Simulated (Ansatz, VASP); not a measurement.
**One calculation of BN, two programs**

```
B N
1.0
    -2.55394    0.00000    0.00000
     1.27697   -2.21178    0.00000
    -0.76618    0.00000   12.68056
B N
6 6
Direct
  0.26462 0.66667 0.22904
  0.16462 0.66667 0.56237
  0.06462 0.66667 0.89571
  0.64795 0.33333 0.06237
  0.54795 0.33333 0.39571
  0.44795 0.33333 0.72904
  0.30207 0.66667 0.10423
  0.20207 0.66667 0.43756
  0.10207 0.66667 0.77089
  0.38540 0.33333 0.93756
  0.58540 0.33333 0.27089
  0.48540 0.33333 0.60423
```

Alike in both runs: task single point; functional PBE; k mesh 10 × 10 × 2; occupations gaussian, width 0.05 eV; no spin polarisation.

|  | VASP | Ansatz |
| --- | --- | --- |
| version | VASP 6.6.1 | Ansatz 0.2.0 |
| potentials or method | VASP PAW PBE potentials, release 64 (B, N), cutoff 520 eV | scalar-relativistic, plane waves, PAW |
| valence electrons in the cell | 48 | 48 |

Ansatz gave:

```
gap on the k mesh at the Fermi level (eV)                     : 3.84
least direct gap on the mesh (eV)                             : 5.57
pressure (GPa)                                                : 0.2
traceless stress, the component that is largest in VASP (GPa) : 14.65
rms of the force components (eV/Å)                            : 0.758
```

Question: Estimate VASP's values.

Answer: gap on the k mesh at the Fermi level (eV): 3.84; least direct gap on the mesh (eV): 5.56; pressure (GPa): 0.4; traceless stress, the component that is largest in VASP (GPa): 14.66; rms of the force components (eV/Å): 0.757.

Atom by atom the forces differ by 0.003 eV/Å (rms over components). With one functional, cell and mesh, what is left measures potentials, basis and numerics.
